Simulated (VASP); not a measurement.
# CO2 in VASP: notebook

CO2 is run at these levels: PBEsol; tasks: single point.

Everything below comes from runs of VASP 6.6.1. Logs are shortened: lines on timing, memory, paths and dates and some standing lists are left out, and cuts for length are marked.

**1. The cell of the first run**

The cell holds a disordered packing, 30 atoms: a = 8.707 Å, b = 8.707 Å, c = 8.707 Å, α = 90.00°, β = 90.00°, γ = 90.00°.

**2. Single point, PBEsol**

The input, INCAR:

```
SYSTEM = CO2
  ALGO = Normal
  EDIFF = 1E-6
  ENCUT = 910
  GGA = PS
  GGA_COMPAT = .FALSE.
  ISIF = 2
  ISMEAR = -1
  LASPH = .TRUE.
  LCHARG = .TRUE.
  LELF = .TRUE.
  LREAL = Auto
  LVHAR = .TRUE.
  LWAVE = .FALSE.
  NBANDS = 101
  NELM = 120
  PREC = Accurate
  SIGMA = 0.02
```

The input, KPOINTS:

```
k-points
0
G
  1 1 1
  0 0 0
```

The input, POSCAR:

```
CO2
1.0
    8.7065880000      0.0000000000      0.0000000000
    0.0000000000      8.7065880000      0.0000000000
    0.0000000000      0.0000000000      8.7065880000
C O
10 20
Direct
    0.7561515487      0.4480630070      0.3505736116
    0.4078750482      0.5313677413      0.9127685840
    0.9516127328      0.1203226798      1.0585087982
    0.4235183748      0.2642596618      0.5510999257
    0.4737447092      0.0420830755      1.0115443616
    0.8199997519      0.3901643215      0.7834067720
    0.6724907622      0.7817758231      0.5874861656
    0.2253465996      0.5995459990      0.3682383960
    0.1699517653      1.0091553660      0.4127793804
    0.1018539065      0.7380962554      0.8000148853
    0.7537166109      0.3837553816      0.4644184381
    0.7533720442      0.5261073569      0.2424485918
    0.3999040726      0.6410433111      0.8339432163
    0.3939660404      0.4348775892      1.0034011027
    0.9912378994      0.2369929529      1.1167865070
    0.9101498773      0.0180323222      0.9775586028
    0.3540767061      0.3776220949      0.5262222124
    0.4922364536      0.1531024553      0.5762647779
    0.5389482080      0.0290929122      0.8948396318
    0.3910831660      0.0546253021      1.1207949658
    0.9314670684      0.3168290495      0.7569785087
    0.7145164099      0.4657622481      0.8001067697
    0.6127543878      0.8032767831      0.4662216703
    0.7332378654      0.7686018909      0.7034098777
    0.1104221309      0.6049671812      0.4377030359
    0.3435674227      0.6044043890      0.3037355161
    0.1947031374      0.9443423761      0.2971313217
    0.1399170375      1.0894393992      0.5178722135
    0.0717043232      0.6559630478      0.9038443073
    0.1356558964      0.8357349630      0.7119666165
```

Potentials or basis: VASP PAW PBE potentials, release 64 (C_h, O_h).

On the command line:

```bash
cat potpaw_PBE.64/C_h/POTCAR potpaw_PBE.64/O_h/POTCAR > POTCAR
mpirun -np 1 vasp_gam > vasp.out
```

OUTCAR:

```text
SYSTEM = CO2
   EDIFF = 1E-6
   ENCUT = 910
   GGA = PS
   ISIF = 2
   ISMEAR = -1
   LASPH = .TRUE.
   LREAL = Auto
   NELM = 120
   PREC = Accurate

 ion  position               nearest neighbor table
   1  0.756  0.448  0.351-  11 1.14  12 1.16
   2  0.408  0.531  0.913-  14 1.16  13 1.18
   3  0.952  0.120  0.059-  15 1.19  16 1.19
   4  0.424  0.264  0.551-  18 1.16  17 1.18
   5  0.474  0.042  0.012-  19 1.17  20 1.20
   6  0.820  0.390  0.783-  22 1.14  21 1.18
   7  0.672  0.782  0.587-  24 1.15  23 1.19
   8  0.225  0.600  0.368-  25 1.17  26 1.17
   9  0.170  0.009  0.413-  27 1.17  28 1.18
  10  0.102  0.738  0.800-  30 1.18  29 1.18
  11  0.754  0.384  0.464-   1 1.14
  12  0.753  0.526  0.242-   1 1.16
  13  0.400  0.641  0.834-   2 1.18
  14  0.394  0.435  0.003-   2 1.16
  15  0.991  0.237  0.117-   3 1.19
  16  0.910  0.018  0.978-   3 1.19
[... 12 lines left out ...]
  29  0.072  0.656  0.904-  10 1.18
  30  0.136  0.836  0.712-  10 1.18

  LATTYP: Found a simple cubic cell.
 ALAT       =     8.7065880000

  Lattice vectors:

 A1 = (   8.7065880000,   0.0000000000,   0.0000000000)
 A2 = (   0.0000000000,   8.7065880000,   0.0000000000)
 A3 = (   0.0000000000,   0.0000000000,   8.7065880000)

Analysis of symmetry for initial positions (statically):
=====================================================================
 Subroutine PRICEL returns:
 Original cell was already a primitive cell.

 Routine SETGRP: Setting up the symmetry group for a
 simple cubic supercell.

 Subroutine GETGRP returns: Found  1 space group operations
 (whereof  1 operations were pure point group operations)
 out of a pool of 48 trial point group operations.

The static configuration has the point symmetry C_1 .

Analysis of symmetry for dynamics (positions and initial velocities):
=====================================================================
 Subroutine PRICEL returns:
 Original cell was already a primitive cell.

 Routine SETGRP: Setting up the symmetry group for a
 simple cubic supercell.

 Subroutine GETGRP returns: Found  1 space group operations
 (whereof  1 operations were pure point group operations)
 out of a pool of 48 trial point group operations.

The dynamic configuration has the point symmetry C_1 .

 Subroutine INISYM returns: Found  1 space group operations
[... 130 lines left out ...]
   LREAL  =      T    real-space projection
   EDIFFG = 0.1E-04   stopping-criterion for IOM
   NSW    =      0    number of steps for IOM
   IBRION =     -1    ionic relax: 0-MD 1-quasi-New 2-CG
   NFREE  =      0    steps in history (QN), initial steepest desc. (CG)
   ISIF   =      2    stress and relaxation
   ISYM   =      2    0-nonsym 1-usesym 2-fastsym
   POTIM  = 0.5000    time-step for ionic-motion
   TEBEG  =    0.0;   TEEND  =   0.0 temperature during run
   PSTRESS=    0.0 pullay stress
   NELECT =     160.0000    total number of electrons
   NUPDOWN=      -1.0000    fix difference up-down
   EMIN   =  10.00;   EMAX   =-10.00  energy-range for DOS
   EFERMI =   0.00;   METHOD = LEGACY
   ISMEAR =    -1;   SIGMA  =   0.02  broadening in eV -4-tet -1-fermi 0-gaus
   EFERMI_NEDOS =   21; number of points for ismear=-14 and -15
   IALGO  =     38    algorithm
   IMIX   =      4    mixing-type and parameters
     AMIX     =   0.40;   BMIX     =  1.00
     AMIX_MAG =   1.60;   BMIX_MAG =  1.00
  volume/ion in A,a.u.               =      22.00       148.46
  Fermi-wavevector in a.u.,A,eV,Ry     =   1.020783  1.929000 14.177247  1.041998
  Thomas-Fermi vector in A             =   2.154372
   LORBIT       =      0    0 simple, 1 ext, 2 COOP (PROOUT), +10 PAW based schemes
   GGA     = PS    functional components
   LHFCALC =     F    Hartree Fock is set to
   AEXX    =    0.0000 exact exchange contribution
   IVDW    =     0    specifies the selected vdW correction
   LEPSILON=     F    determine dielectric tensor
   LRPA    =     F    only Hartree local field effects (RPA)
 non-spin polarized calculation
  energy-cutoff  :      910.00
  volume of cell :      660.00
 maximum number of plane-waves:     20578
 NGX is ok and might be reduce to    90
   NGX = 43   NGY = 43   NGZ = 43

 number of electron     159.9999996 magnetization

 Free energy of the ion-electron system (eV)
  ---------------------------------------------------
  ext. energy  EPLUGINS =         0.00000000
  ---------------------------------------------------
  free energy    TOTEN  =      -239.36113986 eV

  energy without entropy =     -239.36113986  energy(sigma->0) =     -239.36113986

 E-fermi :  -4.4084     XC(G=0):  -6.0735

 val. band max:       -4.9261616305   @ k =   0.0000   0.0000   0.0000
 cond. band min:       1.2561047425   @ k =   0.0000   0.0000   0.0000
 fundamental gap:      6.1822663730
 Fermi energy:        -4.4084174677

 k-point     1 :       0.0000    0.0000    0.0000
  band No.  band energies     occupation
      1     -25.7311      2.00000
      2     -25.5748      2.00000
      3     -25.4579      2.00000
      4     -25.3701      2.00000
      5     -25.3086      2.00000
      6     -25.1911      2.00000
[... 84 lines left out ...]
     91       3.1310      0.00000
     92       3.1643      0.00000
 [bands above 92 left out]

------------------------ aborting loop because EDIFF is reached ----------------------------------------

  FORCE on cell =-STRESS in cart. coord.  units (eV):
  Direction    XX          YY          ZZ          XY          YZ          ZX
  --------------------------------------------------------------------------------------
  -------------------------------------------------------------------------------------
  Total       -1.4593807     -2.0207397     -2.0179435     -1.6709091     -4.5865255      1.5873415
  in kB       -3.5427066     -4.9054287     -4.8986408     -4.0562005    -11.1339793      3.8533369
  external PRESSURE =      -4.4489254 kB  Pullay stress =       0.0000000 kB

 VOLUME and BASIS-vectors are now :
 -----------------------------------------------------------------------------
  energy-cutoff  :      910.00
  volume of cell :      660.00
      direct lattice vectors                 reciprocal lattice vectors
     8.706588000  0.000000000  0.000000000     0.114855555  0.000000000  0.000000000
     0.000000000  8.706588000  0.000000000     0.000000000  0.114855555  0.000000000
     0.000000000  0.000000000  8.706588000     0.000000000  0.000000000  0.114855555

 POSITION                                       TOTAL-FORCE (eV/Angst)
 -----------------------------------------------------------------------------------
      6.58350      3.90110      3.05230        -0.180198      2.154275     -2.086410
      3.55120      4.62640      7.94710        -1.122458      1.794218     -0.141225
      8.28530      1.04760      0.50941        -0.170504      0.431452     -1.848024
      3.68740      2.30080      4.79820        -0.779093      1.211818     -0.225332
      4.12470      0.36640      0.10051        -2.213603      0.179073      1.199344
      7.13940      3.39700      6.82080         3.811739     -2.265148     -1.192091
[... 22 lines left out ...]
      0.62430      5.71120      7.86940         0.076858      0.288258     -1.342929
      1.18110      7.27640      6.19880        -0.449231     -1.406687      0.493498
 -----------------------------------------------------------------------------------
    total drift:                               -0.004449      0.004468     -0.008933

  FREE ENERGIE OF THE ION-ELECTRON SYSTEM (eV)
  ---------------------------------------------------
  free  energy   TOTEN  =      -239.3611398576 eV

  energy  without entropy=     -239.3611398576  energy(sigma->0) =     -239.36113986
```

It took 4.6 min on 1 thread of AMD EPYC 7R13 (Zen 3), shared host; peak memory 1.2 GiB.

Results:

| Quantity | Value |
| --- | --- |
| Free energy | -239.3611 eV |
| Pressure | -0.4 GPa |
| Largest force | 4.591 eV/Å |

Forces on the atoms (eV/Å):
```
C   -0.180  2.154 -2.086
C   -1.122  1.794 -0.141
C   -0.171  0.431 -1.848
C   -0.779  1.212 -0.225
C   -2.214  0.179  1.199
C    3.812 -2.265 -1.192
C   -1.709  1.072 -3.588
C    0.725  0.627 -0.069
C   -0.492  1.177 -0.122
C    0.228  1.069  0.929
O    0.028 -2.135  2.810
O    0.149  0.027 -0.887
O    0.710 -0.753 -0.072
O    0.545 -1.095  0.196
O   -0.460 -1.671  0.014
O    0.674  1.187  1.883
O    0.467 -0.739  0.298
O    0.398 -0.633  0.088
O    0.335  0.054  0.477
O    2.154 -0.049 -1.896
O   -1.161  0.601  0.588
O   -2.635  1.503  0.728
O    0.733 -0.544  1.660
O    1.025 -0.356  1.927
O   -0.098 -0.285 -0.192
O   -0.719 -0.200  0.075
O   -0.289 -0.340  0.985
O    0.420 -0.904 -0.690
O    0.077  0.288 -1.343
O   -0.449 -1.407  0.493
```

Levels at points of the mesh, in eV from the Fermi level:
| k point | band 77 | band 78 | band 79 | band 80 | band 81 | band 82 | band 83 | band 84 |
| --- | --- | --- | --- | --- | --- | --- | --- | --- |
| (0.00, 0.00, 0.00) | -0.64 | -0.61 | -0.56 | -0.52 | 5.66 | 6.54 | 6.82 | 6.95 |

Caveat: the k points lie up to 0.72 Å⁻¹ apart; the cutoff is under 1.25 times the usual one of these potentials, so pressure, stress and relaxed cells hold a basis-set (Pulay) error; the PAW data sets were made with another functional, which shifts forces and pressure a little.

**3. Single point, PBEsol**

The input, INCAR:

```
SYSTEM = CO2
PREC     = Accurate       ! precision mode
ENCUT    = 910            ! plane-wave cutoff, eV
EDIFF    = 1E-6           ! SCF threshold, eV
ISMEAR   = -1             ! smearing method
SIGMA    = 0.02           ! smearing width, eV
LREAL    = Auto         
LASPH    = .True.         ! aspherical terms in the spheres
NELM     = 120            ! most SCF steps
ALGO     = Normal         ! electronic algorithm
ISIF     = 2              ! what is computed and relaxed
LWAVE    = .False.        ! write WAVECAR
LCHARG   = .True.         ! write CHGCAR
GGA      = PS             ! functional
LELF     = .True.         ! ELF
LVHAR    = .True.       
NBANDS   = 101            ! bands
GGA_COMPAT= .False.
```

The input, KPOINTS:

```
regular mesh
0
Gamma
  1 1 1
  0 0 0
```

The input, POSCAR:

```
CO2
1.0
    8.7065880000      0.0000000000      0.0000000000
    0.0000000000      8.7065880000      0.0000000000
    0.0000000000      0.0000000000      8.7065880000
C O
10 20
Direct
    0.7751486575      0.4708044070      0.2986244439
    0.4334533804      0.5237068758      0.9571717417
    0.9509925128      0.1093654598      1.0129915416
    0.4310758704      0.2307103540      0.4849201547
    0.5166202880      0.0689133332      0.9865862494
    0.8083993408      0.3457267072      0.7380732843
    0.7052590521      0.7917223142      0.5646069390
    0.2042361485      0.5820534979      0.3624152194
    0.1177039731      0.9922026861      0.3906582004
    0.1005215820      0.7305732165      0.7492717009
    0.7325142754      0.3863855738      0.3942761504
    0.8237325575      0.5441626502      0.1987460530
    0.4247588148      0.6297300389      0.8737866085
    0.4432850159      0.4345215370      1.0614950426
    0.9145029029      0.1958516930      1.1077129181
    0.9840019994      0.0246250311      0.9135381162
    0.3638509138      0.3400183861      0.4357275204
    0.5016890658      0.1321642875      0.5372368602
    0.5827311457      0.0156892689      0.8790699640
    0.4475806137      0.1137873987      1.0956875414
    0.9293422406      0.2900447339      0.7383604232
    0.6942673755      0.4143643871      0.7546124842
    0.5984319001      0.7569555376      0.4917540603
    0.8223083486      0.8128901930      0.6312920745
    0.0970529443      0.5504452490      0.4399082626
    0.3087202472      0.6143623656      0.2835324240
    0.0854755043      0.8877989862      0.3163581417
    0.1464063764      1.0968360970      0.4697132792
    0.0532585210      0.6299597500      0.8262364086
    0.1637036230      0.8183802886      0.6750520411
```

Potentials or basis: VASP PAW PBE potentials, release 64 (C_h, O_h).

On the command line:

```bash
cat potpaw_PBE.64/C_h/POTCAR potpaw_PBE.64/O_h/POTCAR > POTCAR
mpirun -np 1 vasp_gam > vasp.out
```

It took 3.6 min on 1 thread of Intel Xeon Platinum 8488C (Sapphire Rapids), shared host; peak memory 1.2 GiB.

It converged, with:

```yaml
Free_energy: -239.7149 eV
Pressure: -0.7 GPa
Largest_force: 4.302 eV/Å
```

Forces in eV/Å, atoms in the order of the input:
```
C    0.061 -1.111  0.330
C    0.230  0.010  2.440
C    0.264 -0.925 -1.380
C   -1.826  3.667 -1.317
C   -0.248 -0.636  0.107
C   -0.070  1.041  0.847
C    1.805 -0.485  0.494
C   -0.488 -0.029  0.129
C    0.258  1.475  1.479
C   -0.553 -2.877  1.910
O   -0.134  0.322  0.120
O    0.070  0.780 -0.485
O   -0.018 -1.067 -0.009
O   -0.122  1.130 -2.575
O   -0.180  0.500  0.757
O   -0.008  0.216  0.718
O    1.235 -2.238  0.837
O    0.806 -1.506  0.551
O   -0.927  1.137  1.717
O    1.151 -0.651 -1.744
O    0.543 -0.682 -0.519
O   -0.529 -0.217 -0.398
O   -0.282  0.342  0.109
O   -1.627  0.175 -0.629
O    1.085  0.292 -0.723
O   -0.756 -0.031  0.590
O   -0.422 -1.430 -1.282
O    0.036 -0.025 -0.207
O   -0.265  0.704 -0.300
O    0.911  2.119 -1.565
```

Stress tensor (GPa, compression positive):
```
-0.75  0.28  0.36
 0.28  0.07  0.04
 0.36  0.04 -1.31
```

Levels at points of the mesh, in eV from the Fermi level:
| k point | band 78 | band 79 | band 80 | band 81 | band 82 | band 83 |
| --- | --- | --- | --- | --- | --- | --- |
| (0.00, 0.00, 0.00) | -0.68 | -0.64 | -0.52 | 5.59 | 6.60 | 6.82 |

Caveat: the k points lie up to 0.72 Å⁻¹ apart; the cutoff is under 1.25 times the usual one of these potentials, so pressure, stress and relaxed cells hold a basis-set (Pulay) error; the PAW data sets were made with another functional, which shifts forces and pressure a little.
